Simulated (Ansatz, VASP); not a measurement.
SnO2 in VASP and in Ansatz

Contents of INCAR:

```
SYSTEM = SnO2
PREC = Accurate ; ENCUT = 520
EDIFF = 1E-6 ; ISMEAR = 0
SIGMA = 0.05 ; LREAL = .FALSE.
LASPH = .TRUE. ; NELM = 80
ALGO = Normal ; ISIF = 2
LWAVE = .FALSE. ; LCHARG = .FALSE.
GGA = PS ; NBANDS = 64
```

KPOINTS

```
regular mesh
0
G
  6 6 6
  0 0 0
```

POSCAR

```
SnO2
1.0
    3.0767616055      1.7763691412      4.2305645835
   -3.0767616055      1.7763691412      4.2305645835
    0.0000000000     -3.5527382823      4.2305645836
Sn O
4 8
Direct
    0.8646807174      0.8646807174      0.8646807174
    0.3648245829      0.3648245829      0.8648190111
    0.3648245829      0.8648190111      0.3648245829
    0.8648190111      0.3648245829      0.3648245829
    0.1235003534      0.6233501671      0.6233501671
    0.6233501671      0.1235003534      0.6233501671
    0.6233501671      0.6233501671      0.1235003534
    0.6062113146      0.6062113146      0.6062113146
    0.1234715296      0.1234715296      0.1234715296
    0.1060883083      0.1060883083      0.6062369573
    0.1060883083      0.6062369573      0.1060883083
    0.6062369573      0.1060883083      0.1060883083
```

Input for Ansatz:

```yaml
crystal:
  lattice:
    - [3.0767616055, 1.7763691412, 4.2305645835]
    - [-3.0767616055, 1.7763691412, 4.2305645835]
    - [0.0, -3.5527382823, 4.2305645836]
  atoms:
    - { symbol: Sn, position: [0.8646807174, 0.8646807174, 0.8646807174] }
    - { symbol: Sn, position: [0.3648245829, 0.3648245829, 0.8648190111] }
    - { symbol: Sn, position: [0.3648245829, 0.8648190111, 0.3648245829] }
    - { symbol: Sn, position: [0.8648190111, 0.3648245829, 0.3648245829] }
    - { symbol: O, position: [0.1235003534, 0.6233501671, 0.6233501671] }
    - { symbol: O, position: [0.6233501671, 0.1235003534, 0.6233501671] }
    - { symbol: O, position: [0.6233501671, 0.6233501671, 0.1235003534] }
    - { symbol: O, position: [0.6062113146, 0.6062113146, 0.6062113146] }
    - { symbol: O, position: [0.1234715296, 0.1234715296, 0.1234715296] }
    - { symbol: O, position: [0.1060883083, 0.1060883083, 0.6062369573] }
    - { symbol: O, position: [0.1060883083, 0.6062369573, 0.1060883083] }
    - { symbol: O, position: [0.6062369573, 0.1060883083, 0.1060883083] }
basis:
  ecutwfc: 520.0
kpoints:
  mp_grid: { grid: [6, 6, 6] }
hamiltonian:
  xc: pbesol
  pseudopotentials: { kind: paw, azcp: { folder: soft_1 } }
scf:
  occupations: { method: gaussian, width: 0.05 }
output:
  forces: true
  stress: true
  eigenvalues: true
  write_density: true
  write_potential: true
  elf: true
  volumetric_format: npy
```

Alike in both runs: task single point; functional PBEsol; k mesh 6 × 6 × 6; occupations gaussian, width 0.05 eV; no spin polarisation.

```csv
,VASP,Ansatz
version,VASP 6.6.1,Ansatz 0.2.0
potentials or method,"VASP PAW PBE potentials, release 64 (Sn_d, O), cutoff 520 eV","scalar-relativistic, plane waves, PAW"
valence electrons in the cell,104,104
```

VASP gave:

```
gap on the k mesh at the Fermi level (eV) : 2.77
least direct gap on the mesh (eV)         : 2.77
rms of the force components (eV/Å)        : 0.850
```

Q: Estimate Ansatz's values.

A: gap on the k mesh at the Fermi level (eV): 2.79; least direct gap on the mesh (eV): 2.79; rms of the force components (eV/Å): 0.807.

VASP's potentials were made for PBE, not for PBEsol, and Ansatz warns of the same on its side. Atom by atom the forces differ by 0.043 eV/Å (rms over components).
